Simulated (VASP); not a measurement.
# TiO2 (P4_2/mnm) in VASP: a series of runs, part 2 of 2

VASP 6.6.1. The steps go on from the part before.

## (5) Single point, r2SCAN

This run uses another cell than the first one, of 10.40 Å³/atom.

Input file POSCAR:

```
TiO2
1.0
    4.5964475641      0.0000000000      0.0000000000
    0.0000000000      4.5964475641      0.0000000000
    0.0000000000      0.0000000000      2.9540545192
Ti O
2 4
Direct
    0.5000000000      0.5000000000      0.0000000000
    0.0000000000      0.0000000000      0.5000000000
    0.6953609388      0.6953609388      0.5000000000
    0.8046390612      0.1953609388      0.0000000000
    0.1953609388      0.8046390612      0.0000000000
    0.3046390612      0.3046390612      0.5000000000
```

Input file INCAR.step1:

```
SYSTEM = TiO2
ALGO = Normal
EDIFF = 1E-4
ENCUT = 520
GGA = PE
ISMEAR = 0
LASPH = .True.
LCHARG = .False.
LREAL = .False.
LWAVE = .True.
NBANDS = 33
NELM = 60
PREC = Accurate
SIGMA = 0.02
```

Input file INCAR.step2:

```
SYSTEM = TiO2
ALGO = Normal
EDIFF = 1E-6
ENCUT = 520
ISIF = 2
ISMEAR = 0
ISTART = 1
LASPH = .True.
LCHARG = .True.
LELF = .True.
LMIXTAU = .True.
LREAL = .False.
LVHAR = .True.
LWAVE = .False.
METAGGA = R2SCAN
NBANDS = 33
NELM = 60
PREC = Accurate
SIGMA = 0.02
```

Input file KPOINTS:

```
k-points
0
Gamma
  6 6 10
  0 0 0
```

Potentials or basis: VASP PAW PBE potentials, release 64 (Ti_sv, O).

Started as:

```bash
$ cat potpaw_PBE.64/Ti_sv/POTCAR potpaw_PBE.64/O/POTCAR > POTCAR
$ cp INCAR.step1 INCAR
$ mpirun -np 1 vasp_std > vasp.out
$ cp INCAR.step2 INCAR
$ mpirun -np 1 vasp_std > vasp.out
```

OUTCAR:

```text
SYSTEM = TiO2
   EDIFF = 1E-6
   ENCUT = 520
   ISIF = 2
   ISMEAR = 0
   ISTART = 1
   LASPH = .True.
   LREAL = .False.
   METAGGA = R2SCAN
   NELM = 60
   PREC = Accurate

 ion  position               nearest neighbor table
   1  0.500  0.500  0.000-   3 1.95   6 1.95   3 1.95   6 1.95   5 1.98   4 1.98
   2  0.000  0.000  0.500-   4 1.95   5 1.95   4 1.95   5 1.95   3 1.98   6 1.98
   3  0.695  0.695  0.500-   1 1.95   1 1.95   2 1.98
   4  0.805  0.195  0.000-   2 1.95   2 1.95   1 1.98
   5  0.195  0.805  0.000-   2 1.95   2 1.95   1 1.98
   6  0.305  0.305  0.500-   1 1.95   1 1.95   2 1.98

  LATTYP: Found a simple tetragonal cell.
 ALAT       =     4.5964475641
 C/A-ratio  =     0.6426820883

  Lattice vectors:

 A1 = (   4.5964475641,   0.0000000000,   0.0000000000)
 A2 = (   0.0000000000,   4.5964475641,   0.0000000000)
 A3 = (   0.0000000000,   0.0000000000,   2.9540545192)

Analysis of symmetry for initial positions (statically):
=====================================================================
 Subroutine PRICEL returns:
[... 185 lines left out ...]
 cond. band min:       6.7734024893   @ k =   0.0000   0.0000   0.0000
 fundamental gap:      2.2292105439
 Fermi energy:         4.7020215617

 k-point     1 :       0.0000    0.0000    0.0000
  band No.  band energies     occupation
      1     -54.5985      2.00000
      2     -54.5806      2.00000
      3     -29.8653      2.00000
      4     -29.8653      2.00000
      5     -29.6869      2.00000
      6     -29.6869      2.00000
[... 853 lines left out ...]
     32      10.2074      0.00000
     33      11.4319      0.00000

 [... further k-points ...]

------------------------ aborting loop because EDIFF is reached ----------------------------------------

  FORCE on cell =-STRESS in cart. coord.  units (eV):
  Direction    XX          YY          ZZ          XY          YZ          ZX
  --------------------------------------------------------------------------------------
  -------------------------------------------------------------------------------------
  Total        0.4131931      0.4131931      0.6642153      0.0000000      0.0000000      0.0000000
  in kB       10.6071947     10.6071947     17.0512553      0.0000000      0.0000000      0.0000000
  external PRESSURE =      12.7552149 kB  Pullay stress =       0.0000000 kB

 VOLUME and BASIS-vectors are now :
 -----------------------------------------------------------------------------
  energy-cutoff  :      520.00
  volume of cell :       62.41
      direct lattice vectors                 reciprocal lattice vectors
     4.596447564  0.000000000  0.000000000     0.217559319  0.000000000  0.000000000
     0.000000000  4.596447564  0.000000000     0.000000000  0.217559319  0.000000000
     0.000000000  0.000000000  2.954054519     0.000000000  0.000000000  0.338517788

 POSITION                                       TOTAL-FORCE (eV/Angst)
 -----------------------------------------------------------------------------------
      2.29822      2.29822      0.00000         0.000000     -0.000000      0.000000
      0.00000      0.00000      1.47703         0.000000     -0.000000      0.000000
      3.19619      3.19619      1.47703         0.026333      0.026333     -0.000000
      3.69848      0.89797      0.00000        -0.026333      0.026333      0.000000
      0.89797      3.69848      0.00000         0.026333     -0.026333      0.000000
      1.40026      1.40026      1.47703        -0.026333     -0.026333      0.000000
 -----------------------------------------------------------------------------------
    total drift:                                0.000000      0.000000      0.000000

  FREE ENERGIE OF THE ION-ELECTRON SYSTEM (eV)
  ---------------------------------------------------
  free  energy   TOTEN  =       -69.7942470371 eV

  energy  without entropy=      -69.7942470371  energy(sigma->0) =      -69.79424704
```

It took 2.6 min on 1 thread of Intel Xeon 6975P-C (Granite Rapids), shared host; peak memory 0.24 GiB.

Results:

| Property | Result |
| --- | --- |
| Free energy | -69.7942 eV |
| Pressure | 1.3 GPa |
| Largest force | 0.037 eV/Å |
| Band gap on the k mesh | 2.23 eV |

Forces in eV/Å, atoms in the order of the input:
```
Ti   0.000  0.000  0.000
Ti   0.000  0.000  0.000
O    0.026  0.026  0.000
O   -0.026  0.026  0.000
O    0.026 -0.026  0.000
O   -0.026 -0.026  0.000
```

Stress tensor (GPa, compression positive):
```
1.06 0.00 0.00
0.00 1.06 0.00
0.00 0.00 1.71
```

Caveat: the PAW data sets were made with another functional, which shifts forces and pressure a little.

## (6) Single point, r2SCAN

This run uses another cell than the first one, of 10.49 Å³/atom.

Input file POSCAR:

```
TiO2
1.0
    4.6130229853      0.0000000000      0.0000000000
    0.0000000000      4.6130229853      0.0000000000
    0.0000000000      0.0000000000      2.9587729017
Ti O
2 4
Direct
    0.5000000000      0.5000000000      0.0000000000
    0.0000000000      0.0000000000      0.5000000000
    0.6950575169      0.6950575169      0.5000000000
    0.8049424831      0.1950575169      0.0000000000
    0.1950575169      0.8049424831      0.0000000000
    0.3049424831      0.3049424831      0.5000000000
```

Input file INCAR.step1:

```
PREC = Accurate
ENCUT = 520
ISMEAR = 0
SIGMA = 0.02
LREAL = F
LASPH = T
NELM = 60
NBANDS = 33
GGA = PE
ALGO = Normal
EDIFF = 1E-4
LWAVE = T
LCHARG = F
```

Input file INCAR.step2:

```
PREC = Accurate
ENCUT = 520
EDIFF = 1E-6
ISMEAR = 0
SIGMA = 0.02
LREAL = F
LASPH = T
NELM = 60
ALGO = Normal
ISIF = 2
LWAVE = F
LCHARG = F
METAGGA = R2SCAN
LMIXTAU = T
NBANDS = 33
ISTART = 1
```

Input file KPOINTS:

```
regular mesh
0
Gamma
  6 6 10
```

Potentials or basis: VASP PAW PBE potentials, release 64 (Ti_sv, O).

Started as:

```bash
$ cat potpaw_PBE.64/Ti_sv/POTCAR potpaw_PBE.64/O/POTCAR > POTCAR
$ cp INCAR.step1 INCAR
$ mpirun -np 1 vasp_std > vasp.out
$ cp INCAR.step2 INCAR
$ mpirun -np 1 vasp_std > vasp.out
```

Run time: 2.8 min. Hardware: 1 thread of Intel Xeon 6975P-C (Granite Rapids), shared host; peak memory 0.24 GiB.

The run converged. Its results:

```yaml
Free_energy: -69.7954 eV
Pressure: -0.7 GPa
Largest_force: 0.035 eV/Å
Band_gap_on_the_k_mesh: 2.22 eV
```

Forces in eV/Å, atoms in the order of the input:
```
Ti   0.000  0.000  0.000
Ti   0.000  0.000  0.000
O    0.025  0.025  0.000
O   -0.025  0.025  0.000
O    0.025 -0.025  0.000
O   -0.025 -0.025  0.000
```

Stress tensor (GPa, compression positive):
```
-0.96  0.00  0.00
 0.00 -0.96  0.00
 0.00  0.00 -0.32
```

Levels at points of the mesh, in eV from the valence-band top:
| k point | band 21 | band 22 | band 23 | band 24 | band 25 | band 26 | band 27 | band 28 |
| --- | --- | --- | --- | --- | --- | --- | --- | --- |
| (0.00, 0.00, 0.00) | -0.75 | -0.48 | -0.48 | 0.00 | 2.22 | 2.54 | 2.78 | 2.87 |
| (0.50, 0.00, 0.00) | -1.67 | -1.67 | -0.76 | -0.76 | 2.90 | 2.90 | 3.38 | 3.38 |
| (0.50, 0.50, 0.00) | -1.36 | -1.36 | -1.11 | -1.11 | 2.26 | 2.26 | 2.89 | 2.89 |
| (0.00, 0.00, 0.50) | -2.35 | -2.35 | -1.47 | -1.47 | 3.30 | 3.30 | 3.57 | 3.57 |
| (0.50, 0.00, 0.50) | -2.06 | -2.06 | -1.07 | -1.07 | 2.28 | 2.28 | 3.59 | 3.59 |
| (0.50, 0.50, 0.50) | -1.29 | -1.29 | -0.71 | -0.71 | 2.94 | 2.94 | 3.58 | 3.58 |

Caveat: the PAW data sets were made with another functional, which shifts forces and pressure a little. A k mesh can miss the band edges.

## (7) The runs side by side

```tsv
cell	gap on the mesh (eV)	pressure (GPa)	largest force (eV/Å)
a = 4.581, b = 4.581, c = 2.948 Å, 6 atoms, atomic positions A	2.24	3.3	0.03
a = 4.596, b = 4.596, c = 2.954 Å, 6 atoms, atomic positions B	2.23	1.3	0.04
a = 4.613, b = 4.613, c = 2.959 Å, 6 atoms, atomic positions C	2.22	-0.7	0.04
```

Alike in all rows: task single point; level r2SCAN; potentials or basis VASP PAW PBE potentials, release 64 (Ti_sv, O); no spin polarisation; k mesh 6 × 6 × 10; cutoff (eV) 520; smearing gaussian 0.02 eV.

Caveats: the PAW data sets were made with another functional, which shifts forces and pressure a little; the cell stands under pressure (at least some runs).

Absolute energies hang on the potentials; compare differences alone.
